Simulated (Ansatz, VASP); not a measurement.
# One calculation of MgO, two programs

The input INCAR:

```
SYSTEM = MgO
PREC = Accurate
ENCUT = 750
EDIFF = 1E-6
ISMEAR = 0
SIGMA = 0.05
LREAL = .FALSE.
LASPH = .TRUE.
NELM = 120
ALGO = Normal
ISIF = 2
LWAVE = .FALSE.
LCHARG = .FALSE.
GGA = CA
NBANDS = 15
GGA_COMPAT = .FALSE.
```

The input KPOINTS:

```
regular mesh
0
G
  10 10 10
  0 0 0
```

Contents of POSCAR:

```
MgO
1.0
    0.0266893750      2.1351500000      2.1351500000
    2.1351500000      0.0266893750      2.1351500000
    2.1618393750      2.1618393750      0.0000000000
Mg O
1 1
Direct
    0.0000000000      0.0000000000      0.0000000000
    0.5000000000      0.5000000000      0.5000000000
```

Input for Ansatz:

```yaml
crystal:
  lattice:
    - [0.026689375, 2.13515, 2.13515]
    - [2.13515, 0.026689375, 2.13515]
    - [2.161839375, 2.161839375, 0.0]
  atoms:
    - { symbol: Mg, position: [0.0, 0.0, 0.0] }
    - { symbol: O, position: [0.5, 0.5, 0.5] }
basis:
  ecutwfc: 420
kpoints:
  mp_grid: { grid: [10, 10, 10] }
hamiltonian:
  xc: lda
scf:
  occupations: { method: gaussian, width: 0.05 }
output:
  forces: true
  stress: true
  eigenvalues: true
```

Change from the starting cell: strain +0.0250 x Voigt [0, 0, 0, 0, 0, 1], atoms carried along.

Alike in both runs: task single point; functional LDA; k mesh 10 × 10 × 10; occupations gaussian, width 0.05 eV; no spin polarisation.

|  | VASP | Ansatz |
| --- | --- | --- |
| version | VASP 6.6.1 | Ansatz 0.2.0 |
| potentials or method | VASP PAW LDA potentials, release 64 (Mg_sv, O), cutoff 750 eV | scalar-relativistic, plane waves, PAW |
| valence electrons in the cell | 16 | 16 |

```csv
,VASP,Ansatz,Ansatz less VASP
gap on the k mesh at the Fermi level (eV),4.18,4.17,-0.014
least direct gap on the mesh (eV),4.18,4.17,-0.014
pressure (GPa),-11.7,-11.6,+0.15
"traceless stress, the component that is largest in VASP (GPa)",-3.49,-3.50,-0.010
```

LDA's correlation is that of Perdew and Zunger in VASP and of Perdew and Wang (1992) in Ansatz.
